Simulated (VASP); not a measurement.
Input of a VASP 6.6.1 run:

Contents of INCAR:

```
SYSTEM = In
ALGO = Normal ; EDIFF = 1E-6
ENCUT = 520 ; GGA = PE
ISIF = 2 ; ISMEAR = -1
LASPH = .TRUE. ; LCHARG = .FALSE.
LREAL = .FALSE. ; LWAVE = .FALSE.
NBANDS = 12 ; NELM = 80
PREC = Accurate ; SIGMA = 0.05
```

Contents of KPOINTS:

```
k-points
0
G
  19 19 19
  0 0 0
```

The input POSCAR:

```
In
1.0
   -1.4276278164      1.4276278164      1.4276278164
    1.4276278164     -1.4276278164      1.4276278164
    1.4276278164      1.4276278164     -1.4276278164
In
1
Direct
    0.0000000000      0.0000000000      0.0000000000
```

Potentials or basis: VASP PAW PBE potentials, release 64 (In_d).

The run is started by

```console
$ cat potpaw_PBE.64/In_d/POTCAR > POTCAR
$ mpirun -np 1 vasp_std > vasp.out
```

Question: Predict the band gap on the k mesh.

Answer: Zero (an odd number of electrons rules out a gap without spin polarisation).

Question: Predict the pressure.

Answer: 281.4 GPa.

Caveat: the cell stands under pressure; spin-orbit coupling is left out, which moves the levels of the heavy elements.
